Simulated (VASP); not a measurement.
# Si3N4 (P6_3/m) in VASP: notebook

The runs below take Si3N4 through electric field gradients, with PBE, r2SCAN.

Everything below comes from runs of VASP 6.6.1. Logs are shortened: lines on timing, memory, paths and dates and some standing lists are left out, and cuts for length are marked.

## (1) The cell of the first run

Symmetry: P6_3/m, No. 176, hexagonal system. Conventional cell: a = 7.602 Å, b = 7.602 Å, c = 2.907 Å, α = 90.00°, β = 90.00°, γ = 120.00°. Within 2.3 Å of Si (site symmetry m) lie 4 N at 1.71 to 1.75 Å. Within 2.3 Å of N (site symmetry -6) lie 3 Si at 1.71 Å. N (site symmetry m) has 3 Si at 1.74 to 1.75 Å within 2.3 Å.

## (2) Electric field gradients, PBE

The input, INCAR:

```
SYSTEM = Si3N4
PREC = Accurate ; ENCUT = 520
EDIFF = 1E-8 ; ISMEAR = -1
SIGMA = 0.02 ; LREAL = .FALSE.
LASPH = .TRUE. ; NELM = 100
ALGO = Normal ; ISIF = 2
LWAVE = .FALSE. ; LCHARG = .FALSE.
GGA = PE ; LEFG = .TRUE.
NBANDS = 45
```

The input, KPOINTS:

```
regular mesh
0
G
  4 4 10
  0 0 0
```

The input, POSCAR:

```
Si3N4
1.0
    7.6018000000      0.0000000000      0.0000000000
   -3.8009000000      6.5833519145      0.0000000000
    0.0000000000      0.0000000000      2.9066000000
Si N
6 8
Direct
    0.1773000000      0.7677000000      0.2500000000
    0.4096000000      0.1773000000      0.7500000000
    0.2323000000      0.4096000000      0.2500000000
    0.8227000000      0.2323000000      0.7500000000
    0.5904000000      0.8227000000      0.2500000000
    0.7677000000      0.5904000000      0.7500000000
    0.3333333333      0.6666666667      0.2500000000
    0.6666666667      0.3333333333      0.7500000000
    0.3337000000      0.0323000000      0.2500000000
    0.3014000000      0.3337000000      0.7500000000
    0.9677000000      0.3014000000      0.2500000000
    0.6663000000      0.9677000000      0.7500000000
    0.6986000000      0.6663000000      0.2500000000
    0.0323000000      0.6986000000      0.7500000000
```

Potentials or basis: VASP PAW PBE potentials, release 64 (Si, N).

Started as:

```bash
cat potpaw_PBE.64/Si/POTCAR potpaw_PBE.64/N/POTCAR > POTCAR
mpirun -np 1 vasp_std > vasp.out
```

OUTCAR:

```text
SYSTEM = Si3N4
   PREC = Accurate
   ENCUT = 520
   EDIFF = 1E-8
   ISMEAR = -1
   LREAL = .FALSE.
   LASPH = .TRUE.
   NELM = 100
   ISIF = 2
   GGA = PE

 ion  position               nearest neighbor table
   1  0.177  0.768  0.250-   7 1.71  14 1.74  14 1.74   9 1.75   5 2.95   3 2.95   6 3.07   6 3.07
                             2 3.07   2 3.07
   2  0.410  0.177  0.750-   8 1.71   9 1.74   9 1.74  10 1.75   4 2.95   6 2.95   3 3.07   3 3.07
                             1 3.07   1 3.07
   3  0.232  0.410  0.250-   7 1.71  10 1.74  10 1.74  11 1.75   1 2.95   5 2.95   4 3.07   4 3.07
                             2 3.07   2 3.07
   4  0.823  0.232  0.750-   8 1.71  11 1.74  11 1.74  12 1.75   2 2.95   6 2.95   3 3.07   3 3.07
                             5 3.07   5 3.07
   5  0.590  0.823  0.250-   7 1.71  12 1.74  12 1.74  13 1.75   1 2.95   3 2.95   6 3.07   6 3.07
                             4 3.07   4 3.07
   6  0.768  0.590  0.750-   8 1.71  13 1.74  13 1.74  14 1.75   4 2.95   2 2.95   1 3.07   1 3.07
                             5 3.07   5 3.07
   7  0.333  0.667  0.250-   1 1.71   5 1.71   3 1.71
   8  0.667  0.333  0.750-   4 1.71   2 1.71   6 1.71
   9  0.334  0.032  0.250-   2 1.74   2 1.74   1 1.75
  10  0.301  0.334  0.750-   3 1.74   3 1.74   2 1.75
  11  0.968  0.301  0.250-   4 1.74   4 1.74   3 1.75
  12  0.666  0.968  0.750-   5 1.74   5 1.74   4 1.75
  13  0.699  0.666  0.250-   6 1.74   6 1.74   5 1.75
  14  0.032  0.699  0.750-   1 1.74   1 1.74   6 1.75

  LATTYP: Found a hexagonal cell.
 ALAT       =     7.6018000000
 C/A-ratio  =     0.3823568102

  Lattice vectors:

 A1 = (   7.6018000000,   0.0000000000,   0.0000000000)
 A2 = (  -3.8009000000,   6.5833519145,   0.0000000000)
 A3 = (   0.0000000000,   0.0000000000,   2.9066000000)

Analysis of symmetry for initial positions (statically):
=====================================================================
 Subroutine PRICEL returns:
 Original cell was already a primitive cell.

 Routine SETGRP: Setting up the symmetry group for a
 hexagonal supercell.

 Subroutine GETGRP returns: Found 12 space group operations
 (whereof  6 operations were pure point group operations)
 out of a pool of 24 trial point group operations.

The static configuration has the point symmetry S_6 .
 The point group associated with its full space group is C_6h.

Analysis of symmetry for dynamics (positions and initial velocities):
=====================================================================
 Subroutine PRICEL returns:
 Original cell was already a primitive cell.

 Routine SETGRP: Setting up the symmetry group for a
 hexagonal supercell.

 Subroutine GETGRP returns: Found 12 space group operations
 (whereof  6 operations were pure point group operations)
 out of a pool of 24 trial point group operations.

The dynamic configuration has the point symmetry S_6 .
 The point group associated with its full space group is C_6h.

 Subroutine INISYM returns: Found 12 space group operations
 (whereof  6 operations are pure point group operations),
 and found     1 'primitive' translations

----------------------------------------------------------------------------------------

                                     Primitive cell

  volume of cell :     145.4617

  direct lattice vectors                    reciprocal lattice vectors
     7.601800000  0.000000000  0.000000000     0.131547791  0.075949153  0.000000000
    -3.800900000  6.583351914  0.000000000     0.000000000  0.151898305  0.000000000
     0.000000000  0.000000000  2.906600000     0.000000000  0.000000000  0.344044588

  length of vectors
     7.601800000  7.601800000  2.906600000     0.151898305  0.151898305  0.344044588

  position of ions in fractional coordinates (direct lattice)
     0.177300000  0.767700000  0.250000000
     0.409600000  0.177300000  0.750000000
     0.232300000  0.409600000  0.250000000
     0.822700000  0.232300000  0.750000000
     0.590400000  0.822700000  0.250000000
     0.767700000  0.590400000  0.750000000
[... 132 lines left out ...]
   NGX = 29   NGY = 29   NGZ = 11

 number of electron      63.9999990 magnetization

 Free energy of the ion-electron system (eV)
  ---------------------------------------------------
  ext. energy  EPLUGINS =         0.00000000
  ---------------------------------------------------
  free energy    TOTEN  =      -114.40680453 eV

  energy without entropy =     -114.40680453  energy(sigma->0) =     -114.40680453

 E-fermi :   7.2795     XC(G=0): -10.8046

 val. band max:        6.7999092472   @ k =   0.0000   0.0000   0.2000
 cond. band min:      11.1370817092   @ k =   0.0000   0.0000   0.0000
 fundamental gap:      4.3371724620
 Fermi energy:         7.2795275182

 k-point     1 :       0.0000    0.0000    0.0000
  band No.  band energies     occupation
      1     -11.4868      2.00000
      2      -9.8720      2.00000
      3      -9.8720      2.00000
      4      -9.6586      2.00000
      5      -9.1691      2.00000
      6      -9.1691      2.00000
[... 1117 lines left out ...]
     43      14.5198      0.00000
     44      14.5198      0.00000
 [bands above 44 left out]

------------------------ aborting loop because EDIFF is reached ----------------------------------------

  FORCE on cell =-STRESS in cart. coord.  units (eV):
  Direction    XX          YY          ZZ          XY          YZ          ZX
  --------------------------------------------------------------------------------------
  -------------------------------------------------------------------------------------
  Total        5.9370931      5.9370931      3.8774258      0.0000001      0.0000000      0.0000000
  in kB       65.3936624     65.3936624     42.7076127      0.0000008      0.0000000      0.0000000
  external PRESSURE =      57.8316458 kB  Pullay stress =       0.0000000 kB

 VOLUME and BASIS-vectors are now :
 -----------------------------------------------------------------------------
  energy-cutoff  :      520.00
  volume of cell :      145.46
      direct lattice vectors                 reciprocal lattice vectors
     7.601800000  0.000000000  0.000000000     0.131547791  0.075949153  0.000000000
    -3.800900000  6.583351914  0.000000000     0.000000000  0.151898305  0.000000000
     0.000000000  0.000000000  2.906600000     0.000000000  0.000000000  0.344044588

 POSITION                                       TOTAL-FORCE (eV/Angst)
 -----------------------------------------------------------------------------------
     -1.57015      5.05404      0.72665        -0.831333      0.485951     -0.000000
      2.43980      1.16723      2.17995        -0.836513     -0.476980     -0.000000
      0.20905      2.69654      0.72665        -0.005180     -0.962931     -0.000000
      5.37105      1.52931      2.17995         0.831333     -0.485951     -0.000000
      1.36110      5.41612      0.72665         0.836513      0.476980     -0.000000
      3.59185      3.88681      2.17995         0.005180      0.962931     -0.000000
     -0.00000      4.38890      0.72665         0.000000      0.000000      0.000000
      3.80090      2.19445      2.17995         0.000000      0.000000      0.000000
      2.41395      0.21264      0.72665        -0.105330     -0.219815     -0.000000
      1.02282      2.19686      2.17995         0.137701     -0.201126      0.000000
      6.21067      1.98422      0.72665         0.243031      0.018689      0.000000
      1.38695      6.37071      2.17995         0.105330      0.219815      0.000000
      2.77808      4.38649      0.72665        -0.137701      0.201126     -0.000000
     -2.40977      4.59913      2.17995        -0.243031     -0.018689     -0.000000
 -----------------------------------------------------------------------------------
    total drift:                               -0.000000      0.000000      0.000000

  FREE ENERGIE OF THE ION-ELECTRON SYSTEM (eV)
  ---------------------------------------------------
  free  energy   TOTEN  =      -114.4068045345 eV

  energy  without entropy=     -114.4068045345  energy(sigma->0) =     -114.40680453

 Electric field gradients (V/A^2)
---------------------------------------------------------------------
 ion       V_xx      V_yy      V_zz      V_xy      V_xz      V_yz
---------------------------------------------------------------------
   1      -8.090    10.975    -2.885     8.525    -0.000     0.000
   2      -1.174     4.059    -2.885   -12.518     0.000    -0.000
   3      13.592   -10.707    -2.885     3.993    -0.000     0.000
   4      -8.090    10.975    -2.885     8.525     0.000    -0.000
   5      -1.174     4.059    -2.885   -12.518    -0.000     0.000
   6      13.592   -10.707    -2.885     3.993     0.000     0.000
   7      21.214    21.215   -42.429     0.001     0.000    -0.000
   8      21.214    21.215   -42.429     0.001    -0.000    -0.000
   9     -48.039    23.328    24.711     1.236    -0.000     0.000
  10       4.416   -29.127    24.712   -31.520     0.000     0.000
  11       6.555   -31.267    24.712    30.285     0.000    -0.000
  12     -48.039    23.328    24.711     1.236    -0.000    -0.000
  13       4.416   -29.127    24.712   -31.520    -0.000    -0.000
  14       6.555   -31.267    24.712    30.285    -0.000     0.000
---------------------------------------------------------------------

 Electric field gradients after diagonalization (V/A^2)
 (convention: |V_zz| > |V_xx| > |V_yy|)
----------------------------------------------------------------------
 ion       V_xx      V_yy      V_zz     asymmetry (V_yy - V_xx)/ V_zz
----------------------------------------------------------------------
   1     -11.346    -2.885    14.231       0.595
   2     -11.346    -2.885    14.231       0.595
   3     -11.346    -2.885    14.231       0.595
   4     -11.346    -2.885    14.231       0.595
   5     -11.346    -2.885    14.231       0.595
   6     -11.346    -2.885    14.231       0.595
   7      21.215    21.214   -42.429       0.000
   8      21.215    21.214   -42.429       0.000
   9      24.711    23.349   -48.061       0.028
  10      24.712    23.348   -48.060       0.028
  11      24.712    23.349   -48.061       0.028
  12      24.711    23.349   -48.061       0.028
  13      24.712    23.348   -48.060       0.028
  14      24.712    23.349   -48.061       0.028
----------------------------------------------------------------------

           NMR quadrupolar parameters

 Cq : quadrupolar parameter    Cq=e*Q*V_zz/h
 eta: asymmetry parameters     (V_yy - V_xx)/ V_zz
 Q  : nuclear electric quadrupole moment in mb (millibarn)
----------------------------------------------------------------------
 ion       Cq(MHz)       eta       Q (mb)
----------------------------------------------------------------------
   1       0.034       0.595       1.000
   2       0.034       0.595       1.000
   3       0.034       0.595       1.000
   4       0.034       0.595       1.000
   5       0.034       0.595       1.000
   6       0.034       0.595       1.000
   7      -0.103       0.000       1.000
   8      -0.103       0.000       1.000
   9      -0.116       0.028       1.000
  10      -0.116       0.028       1.000
  11      -0.116       0.028       1.000
  12      -0.116       0.028       1.000
  13      -0.116       0.028       1.000
  14      -0.116       0.028       1.000
----------------------------------------------------------------------
```

Run time: 3.9 min. Hardware: 1 thread of Intel Xeon 8259CL, shared host; peak memory 0.33 GiB.

What came out:

- Free energy: -114.4068 eV
- Pressure: 5.8 GPa
- Largest force: 0.963 eV/Å
- Band gap on the k mesh: 4.34 eV (least direct gap 4.66 eV)
- Largest electric field gradient by atom: Si +14.2; N -42.4, -48.1 (each value once) V/Å²

Forces in eV/Å, atoms in the order of the input:
```
Si  -0.831  0.486  0.000
Si  -0.837 -0.477  0.000
Si  -0.005 -0.963  0.000
Si   0.831 -0.486  0.000
Si   0.837  0.477  0.000
Si   0.005  0.963  0.000
N    0.000  0.000  0.000
N    0.000  0.000  0.000
N   -0.105 -0.220  0.000
N    0.138 -0.201  0.000
N    0.243  0.019  0.000
N    0.105  0.220  0.000
N   -0.138  0.201  0.000
N   -0.243 -0.019  0.000
```

Levels at points of the mesh, in eV from the valence-band top:
| k point | band 28 | band 29 | band 30 | band 31 | band 32 | band 33 | band 34 | band 35 | band 36 | band 37 |
| --- | --- | --- | --- | --- | --- | --- | --- | --- | --- | --- |
| (0.00, 0.00, 0.00) | -1.36 | -1.36 | -0.74 | -0.47 | -0.33 | 4.34 | 4.80 | 4.96 | 4.96 | 5.16 |
| (0.50, 0.00, 0.00) | -1.73 | -1.30 | -0.73 | -0.60 | -0.53 | 4.62 | 4.74 | 4.89 | 5.32 | 5.80 |
| (0.00, 0.00, 0.50) | -1.60 | -1.60 | -1.60 | -1.36 | -1.36 | 4.67 | 4.67 | 4.67 | 4.67 | 7.36 |
| (0.50, 0.00, 0.50) | -1.86 | -1.48 | -1.48 | -1.05 | -1.05 | 4.73 | 4.73 | 5.84 | 5.84 | 6.12 |

Electric field gradients, principal values (V/Å²):
| atom | least | middle | greatest (by size) |
| --- | --- | --- | --- |
| 1 Si | -2.885 | -11.346 | 14.231 |
| 2 Si | -2.885 | -11.346 | 14.231 |
| 3 Si | -2.885 | -11.346 | 14.231 |
| 4 Si | -2.885 | -11.346 | 14.231 |
| 5 Si | -2.885 | -11.346 | 14.231 |
| 6 Si | -2.885 | -11.346 | 14.231 |
| 7 N | 21.214 | 21.215 | -42.429 |
| 8 N | 21.214 | 21.215 | -42.429 |
| 9 N | 23.349 | 24.711 | -48.061 |
| 10 N | 23.348 | 24.712 | -48.060 |
| 11 N | 23.349 | 24.712 | -48.061 |
| 12 N | 23.349 | 24.711 | -48.061 |
| 13 N | 23.348 | 24.712 | -48.060 |
| 14 N | 23.349 | 24.712 | -48.061 |

Caveat: the cell stands under pressure; without QUAD_EFG the Cq values of the log hold for a quadrupole moment of 1 mb, not for the nuclei. A k mesh can miss the band edges.

[end of part 1 of 2]
